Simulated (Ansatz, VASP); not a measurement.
One calculation of CuO, two programs

File INCAR:

```
PREC = Accurate ; ENCUT = 520
EDIFF = 1E-6 ; ISMEAR = -1
SIGMA = 0.05 ; LREAL = False
LASPH = True ; NELM = 100
ALGO = Normal ; ISIF = 2
LWAVE = False ; LCHARG = False
GGA = PE ; NBANDS = 16
```

The input KPOINTS:

```
regular mesh
0
Gamma
  16 16 16
```

File POSCAR:

```
CuO
1.0
    0.0000000000      2.3296556555      2.2618016073
    2.3296556555      0.0000000000      2.2618016073
    2.3296556555      2.3296556555      0.0000000000
Cu O
1 1
Direct
    0.0000000000      0.0000000000      0.0000000000
    0.2500000000      0.2500000000      0.2500000000
```

Input for Ansatz:

```yaml
crystal:
  lattice:
    - [0.0, 2.3296556555, 2.2618016073]
    - [2.3296556555, 0.0, 2.2618016073]
    - [2.3296556555, 2.3296556555, 0.0]
  atoms:
    - { symbol: Cu, position: [0.0, 0.0, 0.0] }
    - { symbol: O, position: [0.25, 0.25, 0.25] }
kpoints:
  mp_grid: { grid: [16, 16, 16] }
scf:
  occupations: { method: fermi_dirac, width: 0.05 }
hamiltonian:
  xc: pbe
  pseudopotentials: { kind: all_electron, lapw: { basis_error: 0.001 } }
output:
  forces: true
  stress: true
  eigenvalues: true
```

Change from the starting cell: x and y stretched by +3 %, z held.

Alike in both runs: task single point; functional PBE; k mesh 16 × 16 × 16; occupations fermi-dirac, width 0.05 eV; no spin polarisation.

|  | VASP | Ansatz |
| --- | --- | --- |
| version | VASP 6.6.1 | Ansatz 0.2.0 |
| potentials or method | VASP PAW PBE potentials, release 64 (Cu, O), cutoff 520 eV | all-electron LAPW, scalar-relativistic |

```csv
,VASP,Ansatz,Ansatz less VASP
pressure (GPa),-6.6,-7.1,-0.52
"traceless stress, the component that is largest in VASP (GPa)",0.50,0.52,+0.021
```

Ansatz ran all-electron here, and VASP with PAW potentials.
